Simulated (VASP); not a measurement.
# CuI (F-43m) in VASP: further runs

The runs below take CuI through single point, with PBE.

Everything below comes from runs of VASP 6.6.1. Logs are shortened: lines on timing, memory, paths and dates and some standing lists are left out, and cuts for length are marked.

**1. The cell of the first run**

The structure is cubic, space group F-43m (No. 216). Conventional cell: a = 5.957 Å, b = 5.957 Å, c = 5.957 Å, α = 90.00°, β = 90.00°, γ = 90.00°. Within 3.4 Å of Cu (site symmetry -43m) lie 4 I at 2.58 Å. I (site symmetry -43m) has 4 Cu at 2.58 Å within 3.4 Å.

**2. Single point, PBE (volume changed by -6%)**

INCAR reads:

```
PREC = Accurate ; ENCUT = 520
EDIFF = 1E-6 ; ISMEAR = 0
SIGMA = 0.01 ; LREAL = F
LASPH = T ; NELM = 100
ALGO = Normal ; ISIF = 2
LWAVE = F ; LCHARG = F
GGA = PE ; NBANDS = 16
```

KPOINTS reads:

```
Automatic mesh
0
Gamma
  6 6 6
```

POSCAR reads:

```
CuI
1.0
    0.0000000000      2.9783861619      2.9783861619
    2.9783861619      0.0000000000      2.9783861619
    2.9783861619      2.9783861619      0.0000000000
Cu I
1 1
Direct
    0.0000000000      0.0000000000      0.0000000000
    0.2500000000      0.2500000000      0.2500000000
```

Potentials or basis: VASP PAW PBE potentials, release 64 (Cu, I).

Started as:

```bash
$ cat potpaw_PBE.64/Cu/POTCAR potpaw_PBE.64/I/POTCAR > POTCAR
$ mpirun -np 1 vasp_std > vasp.out
```

OUTCAR:

```text
PREC = Accurate
   ENCUT = 520
   EDIFF = 1E-6
   ISMEAR = 0
   LREAL = F
   LASPH = T
   NELM = 100
   ISIF = 2
   GGA = PE

 ion  position               nearest neighbor table
   1  0.000  0.000  0.000-   2 2.58   2 2.58   2 2.58   2 2.58
   2  0.250  0.250  0.250-   1 2.58   1 2.58   1 2.58   1 2.58

  LATTYP: Found a face centered cubic cell.
 ALAT       =     5.9567723238

  Lattice vectors:

 A1 = (   0.0000000000,   2.9783861619,   2.9783861619)
 A2 = (   2.9783861619,   0.0000000000,   2.9783861619)
 A3 = (   2.9783861619,   2.9783861619,   0.0000000000)

Analysis of symmetry for initial positions (statically):
=====================================================================
 Subroutine PRICEL returns:
 Original cell was already a primitive cell.

 Routine SETGRP: Setting up the symmetry group for a
 face centered cubic supercell.

 Subroutine GETGRP returns: Found 24 space group operations
 (whereof 24 operations were pure point group operations)
 out of a pool of 48 trial point group operations.

The static configuration has the point symmetry T_d .

Analysis of symmetry for dynamics (positions and initial velocities):
=====================================================================
 Subroutine PRICEL returns:
 Original cell was already a primitive cell.

 Routine SETGRP: Setting up the symmetry group for a
 face centered cubic supercell.

 Subroutine GETGRP returns: Found 24 space group operations
 (whereof 24 operations were pure point group operations)
 out of a pool of 48 trial point group operations.

The dynamic configuration has the point symmetry T_d .

 Subroutine INISYM returns: Found 24 space group operations
 (whereof 24 operations are pure point group operations),
 and found     1 'primitive' translations

----------------------------------------------------------------------------------------

                                     Primitive cell

  volume of cell :      52.8412

  direct lattice vectors                    reciprocal lattice vectors
     0.000000000  2.978386162  2.978386162    -0.167876149  0.167876149  0.167876149
     2.978386162  0.000000000  2.978386162     0.167876149 -0.167876149  0.167876149
     2.978386162  2.978386162  0.000000000     0.167876149  0.167876149 -0.167876149

  length of vectors
     4.212074104  4.212074104  4.212074104     0.290770020  0.290770020  0.290770020

  position of ions in fractional coordinates (direct lattice)
     0.000000000  0.000000000  0.000000000
     0.250000000  0.250000000  0.250000000

  ion indices of the primitive-cell ions
   primitive index   ion index
                 1           1
                 2           2

----------------------------------------------------------------------------------------

 KPOINTS: Automatic mesh

Automatic generation of k-mesh.
 Grid dimensions read from file:
 generate k-points for:    6    6    6

 Generating k-lattice:

  Cartesian coordinates                     Fractional coordinates (reciprocal lattice)
    -0.027979358  0.027979358  0.027979358     0.166666667  0.000000000  0.000000000
     0.027979358 -0.027979358  0.027979358     0.000000000  0.166666667  0.000000000
     0.027979358  0.027979358 -0.027979358     0.000000000  0.000000000  0.166666667

  Length of vectors
     0.048461670  0.048461670  0.048461670

  Shift w.r.t. Gamma in fractional coordinates (k-lattice)
     0.000000000  0.000000000  0.000000000

 Subroutine IBZKPT returns following result:
 ===========================================

 Found     16 irreducible k-points:

 Following reciprocal coordinates:
            Coordinates               Weight
  0.000000  0.000000  0.000000      1.000000
  0.166667  0.000000  0.000000      8.000000
  0.333333  0.000000  0.000000      8.000000
  0.500000  0.000000  0.000000      4.000000
  0.166667  0.166667  0.000000      6.000000
  0.333333  0.166667  0.000000     24.000000
[... 8 lines left out ...]
 -0.333333  0.333333  0.166667     24.000000
 -0.333333  0.500000  0.166667     12.000000
   k-points           NKPTS =     16   k-points in BZ     NKDIM =     16   number of bands    NBANDS=     16
   number of dos      NEDOS =    301   number of ions     NIONS =      2
   total plane-waves  NPLWV =  32768
   dimension x,y,z NGX =    32 NGY =   32 NGZ =   32
   dimension x,y,z NGXF=    64 NGYF=   64 NGZF=   64
   ions per type =               1   1
   NGX,Y,Z   is equivalent  to a cutoff of  12.63, 12.63, 12.63 a.u.
   NGXF,Y,Z  is equivalent  to a cutoff of  25.26, 25.26, 25.26 a.u.
 SYSTEM =  unknown system
   PREC   = accura    normal or accurate (medium, high low for compatibility)
   ISTART =      0    job   : 0-new  1-cont  2-samecut
   ICHARG =      2    charge: 1-file 2-atom 10-const
   ISPIN  =      1    spin polarized calculation?
   LNONCOLLINEAR =      F non collinear calculations
   LSORBIT =      F    spin-orbit coupling
   LASPH  =      T    aspherical Exc in radial PAW
   ENCUT  =  520.0 eV  38.22 Ry    6.18 a.u.   7.83  7.83  7.83*2*pi/ulx,y,z
   NELM   =    100;   NELMIN=  2; NELMDL= -5     # of ELM steps
   EDIFF  = 0.1E-05   stopping-criterion for ELM
   LREAL  =      F    real-space projection
   EDIFFG = 0.1E-04   stopping-criterion for IOM
   NSW    =      0    number of steps for IOM
   IBRION =     -1    ionic relax: 0-MD 1-quasi-New 2-CG
   NFREE  =      0    steps in history (QN), initial steepest desc. (CG)
   ISIF   =      2    stress and relaxation
   ISYM   =      2    0-nonsym 1-usesym 2-fastsym
   POTIM  = 0.5000    time-step for ionic-motion
   TEBEG  =    0.0;   TEEND  =   0.0 temperature during run
   PSTRESS=    0.0 pullay stress
   NELECT =      18.0000    total number of electrons
   NUPDOWN=      -1.0000    fix difference up-down
   EMIN   =  10.00;   EMAX   =-10.00  energy-range for DOS
   EFERMI =   0.00;   METHOD = LEGACY
   ISMEAR =     0;   SIGMA  =   0.01  broadening in eV -4-tet -1-fermi 0-gaus
   EFERMI_NEDOS =   21; number of points for ismear=-14 and -15
   IALGO  =     38    algorithm
   IMIX   =      4    mixing-type and parameters
     AMIX     =   0.40;   BMIX     =  1.00
     AMIX_MAG =   1.60;   BMIX_MAG =  1.00
  volume/ion in A,a.u.               =      26.42       178.30
  Fermi-wavevector in a.u.,A,eV,Ry     =   1.143338  2.160596 17.785834  1.307222
  Thomas-Fermi vector in A             =   2.280033
   LORBIT       =      0    0 simple, 1 ext, 2 COOP (PROOUT), +10 PAW based schemes
   GGA     = PE    functional components
   LHFCALC =     F    Hartree Fock is set to
   AEXX    =    0.0000 exact exchange contribution
   IVDW    =     0    specifies the selected vdW correction
   LEPSILON=     F    determine dielectric tensor
   LRPA    =     F    only Hartree local field effects (RPA)
 non-spin polarized calculation
 Gauss-broadening in eV      SIGMA  =   0.01
  energy-cutoff  :      520.00
  volume of cell :       52.84
 maximum number of plane-waves:      1435
   NGX = 15   NGY = 15   NGZ = 15

 number of electron      17.9999998 magnetization

 Free energy of the ion-electron system (eV)
  ---------------------------------------------------
  ext. energy  EPLUGINS =         0.00000000
  ---------------------------------------------------
  free energy    TOTEN  =        -5.53142568 eV

  energy without entropy =       -5.53142568  energy(sigma->0) =       -5.53142568

 E-fermi :   5.0724     XC(G=0):  -9.1841

 val. band max:        5.0209679353   @ k =   0.0000   0.0000   0.0000
 cond. band min:       6.3110013050   @ k =   0.0000   0.0000   0.0000
 fundamental gap:      1.2900333697
 Fermi energy:         5.0724155831

 k-point     1 :       0.0000    0.0000    0.0000
  band No.  band energies     occupation
      1      -9.2774      2.00000
      2       1.1347      2.00000
      3       1.1347      2.00000
      4       1.1347      2.00000
      5       2.9411      2.00000
      6       2.9411      2.00000
[... 8 lines left out ...]
     15      14.6938      0.00000
     16      14.6938      0.00000

 k-point     2 :       0.1667    0.0000    0.0000
  band No.  band energies     occupation
      1      -9.1357      2.00000
      2       0.6260      2.00000
      3       1.1478      2.00000
      4       1.1478      2.00000
      5       2.9309      2.00000
      6       2.9309      2.00000
[... 8 lines left out ...]
     15      13.7953      0.00000
     16      14.2159      0.00000

 k-point     3 :       0.3333    0.0000    0.0000
  band No.  band energies     occupation
      1      -8.8214      2.00000
      2      -0.3912      2.00000
      3       1.1661      2.00000
      4       1.1661      2.00000
      5       2.9423      2.00000
      6       2.9423      2.00000
[... 8 lines left out ...]
     15      14.3137      0.00000
     16      14.3137      0.00000

 k-point     4 :       0.5000    0.0000    0.0000
  band No.  band energies     occupation
      1      -8.6446      2.00000
      2      -0.8936      2.00000
      3       1.1706      2.00000
      4       1.1706      2.00000
      5       2.9712      2.00000
      6       2.9712      2.00000
[... 8 lines left out ...]
     15      16.0439      0.00000
     16      16.0439      0.00000
[... 172 lines left out ...]
 k-point    14 :       0.5000    0.3333    0.1667
  band No.  band energies     occupation
      1      -8.6032      2.00000
      2      -0.4050      2.00000
      3       0.6458      2.00000
      4       1.1088      2.00000
      5       2.8724      2.00000
      6       2.9592      2.00000
[... 8 lines left out ...]
     15      16.1591      0.00000
     16      17.3139      0.00000

 k-point    15 :      -0.3333    0.3333    0.1667
  band No.  band energies     occupation
      1      -8.4819      2.00000
      2      -0.4573      2.00000
      3       0.3292      2.00000
      4       1.0710      2.00000
      5       2.8379      2.00000
      6       2.9413      2.00000
[... 8 lines left out ...]
     15      16.3522      0.00000
     16      17.0336      0.00000

 k-point    16 :      -0.3333    0.5000    0.1667
  band No.  band energies     occupation
      1      -8.4252      2.00000
      2      -0.5621      2.00000
      3       0.4832      2.00000
      4       0.9808      2.00000
      5       2.8830      2.00000
      6       2.8925      2.00000
[... 8 lines left out ...]
     15      16.7581      0.00000
     16      17.3035      0.00000

------------------------ aborting loop because EDIFF is reached ----------------------------------------

  FORCE on cell =-STRESS in cart. coord.  units (eV):
  Direction    XX          YY          ZZ          XY          YZ          ZX
  --------------------------------------------------------------------------------------
  -------------------------------------------------------------------------------------
  Total        0.9292915      0.9292915      0.9292915     -0.0000000     -0.0000000      0.0000000
  in kB       28.1766620     28.1766620     28.1766620     -0.0000000     -0.0000000      0.0000000
  external PRESSURE =      28.1766620 kB  Pullay stress =       0.0000000 kB

 VOLUME and BASIS-vectors are now :
 -----------------------------------------------------------------------------
  energy-cutoff  :      520.00
  volume of cell :       52.84
      direct lattice vectors                 reciprocal lattice vectors
     0.000000000  2.978386162  2.978386162    -0.167876149  0.167876149  0.167876149
     2.978386162  0.000000000  2.978386162     0.167876149 -0.167876149  0.167876149
     2.978386162  2.978386162  0.000000000     0.167876149  0.167876149 -0.167876149

 POSITION                                       TOTAL-FORCE (eV/Angst)
 -----------------------------------------------------------------------------------
      0.00000      0.00000      0.00000         0.000000      0.000000      0.000000
      1.48919      1.48919      1.48919        -0.000000     -0.000000     -0.000000
 -----------------------------------------------------------------------------------
    total drift:                               -0.000001     -0.000001     -0.000001

  FREE ENERGIE OF THE ION-ELECTRON SYSTEM (eV)
  ---------------------------------------------------
  free  energy   TOTEN  =        -5.5314256760 eV

  energy  without entropy=       -5.5314256760  energy(sigma->0) =       -5.53142568
```

Run time: 19 s. Hardware: 1 thread of AMD EPYC 7R13 (Zen 3), shared host; peak memory 0.15 GiB.

What came out:

```yaml
Free_energy: -5.5314 eV
Pressure: 2.8 GPa
Band_gap_on_the_k_mesh: 1.29 eV, direct
```

Levels at points of the mesh, in eV from the valence-band top:
```
           k point  band 5  band 6  band 7  band 8  band 9  band 10  band 11  band 12  band 13  band 14
(0.00, 0.00, 0.00)   -2.08   -2.08    0.00    0.00    0.00     1.29     4.81     4.81     4.81     8.25
(0.50, 0.00, 0.00)   -2.05   -2.05   -2.00   -0.80   -0.80     2.20     5.37     5.37     7.48     9.35
(0.50, 0.50, 0.00)   -2.12   -2.01   -1.99   -1.69   -1.69     2.60     2.87     9.57    10.03    10.03
```

Caveat: the cell differs from its parent crystal (volume changed by -6%); spin-orbit coupling is left out, which moves the levels of the heavy elements.

**3. Single point, PBE**

This run uses another cell than the first one, of 28.11 Å³/atom, 1.064 times its volume.

INCAR reads:

```
SYSTEM = CuI
PREC = Accurate
ENCUT = 520
EDIFF = 1E-6
ISMEAR = 0
SIGMA = 0.01
LREAL = .FALSE.
LASPH = .TRUE.
NELM = 60
ALGO = Normal
ISIF = 2
LWAVE = .FALSE.
LCHARG = .FALSE.
GGA = PE
NBANDS = 16
```

KPOINTS reads:

```
Automatic mesh
0
G
  6 6 6
  0 0 0
```

POSCAR reads:

```
CuI
1.0
    0.0000000000      3.0404536522      3.0404536522
    3.0404536522      0.0000000000      3.0404536522
    3.0404536522      3.0404536522      0.0000000000
Cu I
1 1
Direct
    0.0000000000      0.0000000000      0.0000000000
    0.2500000000      0.2500000000      0.2500000000
```

Potentials or basis: VASP PAW PBE potentials, release 64 (Cu, I).

Started as:

```bash
$ cat potpaw_PBE.64/Cu/POTCAR potpaw_PBE.64/I/POTCAR > POTCAR
$ mpirun -np 1 vasp_std > vasp.out
```

Run time: 16 s. Hardware: 1 thread of AMD EPYC 7R13 (Zen 3), shared host; peak memory 0.15 GiB.

The run converged. Its results:

| Item | Value |
| --- | --- |
| Free energy | -5.5604 eV |
| Pressure | 0.0 GPa |
| Band gap on the k mesh | 1.12 eV, direct |

Levels at points of the mesh, in eV from the valence-band top:
```
           k point  band 6  band 7  band 8  band 9  band 10  band 11  band 12  band 13
(0.00, 0.00, 0.00)   -1.81    0.00    0.00    0.00     1.12     4.88     4.88     4.88
(0.50, 0.00, 0.00)   -1.79   -1.74   -0.69   -0.69     2.15     5.41     5.41     7.39
(0.50, 0.50, 0.00)   -1.76   -1.73   -1.47   -1.47     2.73     2.91     9.13     9.71
```

Caveat: spin-orbit coupling is left out, which moves the levels of the heavy elements.
